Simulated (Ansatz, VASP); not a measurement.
# One calculation of Ta2AlN3, two programs

```
Ta Al N
1.0
     5.16981    0.00000    0.00000
    -2.58490    4.47719    0.00000
     0.00000    0.00000    2.85139
Ta Al N
2 1 3
Direct
  0.33333 0.66667 0.50000
  0.00000 0.00000 0.00000
  0.66667 0.33333 0.50000
  0.39833 0.00554 0.00000
  0.60721 0.60167 0.00000
  0.99446 0.39279 0.00000
```

Alike in both runs: functional PBE; k mesh 12 × 12 × 14; occupations gaussian, width 0.1 eV; no spin polarisation.

Ansatz relaxed the structure, and its values are those at the end. VASP's run is a single point on that final structure, the one shown.

|  | VASP | Ansatz |
| --- | --- | --- |
| version | VASP 6.6.1 | Ansatz 0.2.0 |
| potentials or method | VASP PAW PBE potentials, release 64 (Ta_pv, Al, N), cutoff 520 eV | scalar-relativistic, plane waves, PAW |
| valence electrons in the cell | 40 | 44 |

|  | VASP | Ansatz | Ansatz less VASP |
| --- | --- | --- | --- |
| gap on the k mesh at the Fermi level (eV) | none | none | - |
| pressure (GPa) | 0.5 | 0.0 | -0.46 |
| rms of the force components (eV/Å) | 0.021 | 0.002 | -0.0191 |

A gap of «none» marks a metal or a gap that the smearing closes. VASP's potentials hold 40 valence electrons a cell and Ansatz's 44, so a difference there can come from the potentials and not from the codes.

Spin-orbit coupling is off throughout.
